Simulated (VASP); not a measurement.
Runs of VASP 6.6.1 on Sc. The structure is that of space group P6/mmm (No. 191), or close to it. The cells are those of the table. This isn't the form of Sc at room conditions, which is hcp.

```csv
cell,k mesh,gap on the mesh (eV),pressure (GPa)
"a = 5.258, b = 5.258, c = 3.303 Å, angles 90.0, 90.0, 120.0°, 3 atoms",8 × 8 × 11,none,-5.2
"a = 5.195, b = 5.195, c = 3.263 Å, angles 90.0, 90.0, 120.0°, 3 atoms",8 × 8 × 11,none,-3.8
"a = 4.852, b = 4.852, c = 3.047 Å, angles 90.0, 90.0, 120.0°, 3 atoms",8 × 8 × 11,none,(b)
"a = 5.063, b = 5.063, c = 3.180 Å, angles 90.0, 90.0, 120.0°, 3 atoms",10 × 10 × 13,none,0.0
"a = 4.995, b = 4.995, c = 3.137 Å, angles 90.0, 90.0, 120.0°, 3 atoms",8 × 8 × 11,none,2.4
"a = 4.924, b = 4.924, c = 3.093 Å, angles 90.0, 90.0, 120.0°, 3 atoms",8 × 8 × 11,none,5.3
"a = 5.130, b = 5.130, c = 3.222 Å, angles 90.0, 90.0, 120.0°, 3 atoms",8 × 8 × 11,none,(a)
"a = 5.063, b = 5.063, c = 3.180 Å, angles 90.0, 90.0, 120.0°, 3 atoms",8 × 8 × 11,none,0.0
```

Alike in all rows: task single point; level PBEsol; potentials or basis VASP PAW PBE potentials, release 64 (Sc_sv); no spin polarisation; cutoff (eV) 520; smearing fermi-dirac 0.1 eV.

Problem. Fill in the values left out.

Solution. (a) -2.0; (b) 8.7.

Caveats: the PAW data sets were made with another functional, which shifts forces and pressure a little; the cell stands under tension (at least some runs); the cell stands under pressure (at least some runs).

A gap of «none» marks levels without a gap at the run's occupations.
